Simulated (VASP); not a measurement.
Wanted: the native input for a VASP 6.6.1 run.

- Task: relaxation of cell and atoms
- Functional: PBEsol
- Potentials or basis: VASP PAW PBE potentials, release 64 (Sn_d, O)
- Cutoff: 600 eV
- k mesh: 6 × 6 × 8
- Occupations: fermi-dirac, width 0.02 eV
- Spin: no spin polarisation
- Dipole correction: no
- Further INCAR settings: ALGO = Normal; EDIFF = 1e-06; IBRION = 2; EDIFFG = -0.01; NSW = 80; ISIF = 3

The structure of SnO2 (Cassiterite) lies in POSCAR:

```
SnO2
1.0
    4.7380000000      0.0000000000      0.0000000000
    0.0000000000      4.7380000000      0.0000000000
    0.0000000000      0.0000000000      3.1865000000
Sn O
2 4
Direct
    0.0000000000      0.0000000000      0.0000000000
    0.5000000000      0.5000000000      0.5000000000
    0.3071000000      0.3071000000      0.0000000000
    0.1929000000      0.8071000000      0.5000000000
    0.6929000000      0.6929000000      0.0000000000
    0.8071000000      0.1929000000      0.5000000000
```

The input as run:

INCAR

```
SYSTEM = SnO2
  PREC = Accurate
  ENCUT = 600
  EDIFF = 1E-6
  ISMEAR = -1
  SIGMA = 0.02
  LREAL = .False.
  LASPH = .True.
  NELM = 100
  ALGO = Normal
  ISIF = 3
  LWAVE = .False.
  LCHARG = .False.
  GGA = PS
  IBRION = 2
  NSW = 80
  EDIFFG = -0.01
```

KPOINTS

```
regular mesh
0
Gamma
  6 6 8
  0 0 0
```

Potentials or basis: VASP PAW PBE potentials, release 64 (Sn_d, O).

The run is started by

```console
$ cat potpaw_PBE.64/Sn_d/POTCAR potpaw_PBE.64/O/POTCAR > POTCAR
$ mpirun -np 1 vasp_std > vasp.out
```

Results of the run:

```yaml
Relaxed_volume: 12.20 Å³/atom
Relaxed_cell: a = 4.771 Å, b = 4.771 Å, c = 3.217 Å, α = 90.00°, β = 90.00°, γ = 90.00°
Space_group_after_relaxing_to_0.05_Å: P4_2/mnm (No. 136)
Energy_gained_by_relaxing: 5.0 meV/atom
Ionic_steps: 5
Pressure_after_relaxing: 0.0 GPa
Largest_force_after_relaxing: 0.008 eV/Å
Band_gap_on_the_k_mesh: 0.89 eV, direct
```

Caveat: the PAW data sets were made with another functional, which shifts forces and pressure a little; spin-orbit coupling is left out, which moves the levels of the heavy elements.

Wall time 7.7 min on 1 thread of Intel Xeon 6975P-C, on a shared host, peak memory 0.28 GiB.
